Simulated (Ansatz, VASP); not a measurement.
# NaCl in VASP and in Ansatz

```xyz
2
Lattice="0.0000 2.8010 2.8010 2.8010 0.0000 2.8010 2.8010 2.8010 0.0000" Properties=species:S:1:pos:R:3 pbc="T T T"
Na    0.0000    0.0000    0.0000
Cl    2.8010    2.8010    2.8010
```

Alike in both runs: functional PBEsol; k mesh 14 × 14 × 14; occupations fermi-dirac, width 0.1 eV; no spin polarisation.

Ansatz relaxed the structure, and its values are those at the end. VASP's run is a single point on that final structure, the one shown.

|  | VASP | Ansatz |
| --- | --- | --- |
| version | VASP 6.6.1 | Ansatz 0.2.0 |
| potentials or method | VASP PAW PBE potentials, release 64 (Na_pv, Cl) | PAW with Ansatz's default frozen-core files, scalar-relativistic |
| plane-wave cutoff (eV) | 520 | 420 |
| valence electrons in the cell | 14 | 16 |

|  | VASP | Ansatz | Ansatz less VASP |
| --- | --- | --- | --- |
| gap on the k mesh at the Fermi level (eV) | 5.01 | 5.01 | +0.004 |
| pressure (GPa) | 0.0 | 0.0 | -0.02 |

VASP's potentials were made for PBE, not for PBEsol. VASP's potentials hold 14 valence electrons a cell and Ansatz's 16, so a difference there can come from the potentials and not from the codes.
